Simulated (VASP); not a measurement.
Set up this calculation in VASP 6.6.1, as the native input.

```yaml
Task: relaxation of cell and atoms
Functional: PBE
Potentials_or_basis: VASP PAW PBE potentials, release 64 (Hf_pv, Te)
Cutoff: 500 eV
k_mesh: 8 × 8 × 8
Occupations: gaussian, width 0.1 eV
Spin: no spin polarisation
Dipole_correction: no
Further_INCAR_settings: ALGO = Normal; EDIFF = 1e-07; IBRION = 2; EDIFFG = -0.01; NSW = 100; ISIF = 3
```

The structure of HfTe4 lies in POSCAR:

```
HfTe4
1.0
    5.5969718632      0.0000000000      0.0000000000
    0.0000000000      5.5969718632      0.0000000000
    0.0000000000      0.0000000000      5.5969718632
Hf Te
1 4
Direct
    0.5000000000      0.5000000000      0.5000000000
    0.7807736404      0.7807736404      0.7807736404
    0.2192263596      0.2192263596      0.7807736404
    0.2192263596      0.7807736404      0.2192263596
    0.7807736404      0.2192263596      0.2192263596
```

The cell was built from a structure type or drawn by symmetry, and may not be a known phase.

The input as run:

INCAR

```
PREC = Accurate
ENCUT = 500
EDIFF = 1E-7
ISMEAR = 0
SIGMA = 0.1
LREAL = False
LASPH = True
NELM = 120
ALGO = Normal
ISIF = 3
LWAVE = False
LCHARG = False
GGA = PE
IBRION = 2
NSW = 100
EDIFFG = -0.01
GGA_COMPAT = False
NELMIN = 4
```

KPOINTS

```
regular mesh
0
Gamma
  8 8 8
```

Potentials or basis: VASP PAW PBE potentials, release 64 (Hf_pv, Te).

Launch:

```sh
$ cat potpaw_PBE.64/Hf_pv/POTCAR potpaw_PBE.64/Te/POTCAR > POTCAR
$ mpirun -np 1 vasp_std > vasp.out
```

It gave:

```
Pressure after relaxing : 0.0 GPa
Band gap on the k mesh  : zero (bands 17 and 18 overlap by 0.96 eV)
```

Caveat: the relaxation stopped at its first step, so nothing moved; spin-orbit coupling is left out, which moves the levels of the heavy elements.

Run time: 4 min on 1 thread of Intel Xeon 8259CL, with other jobs on the host, peak memory 0.33 GiB.
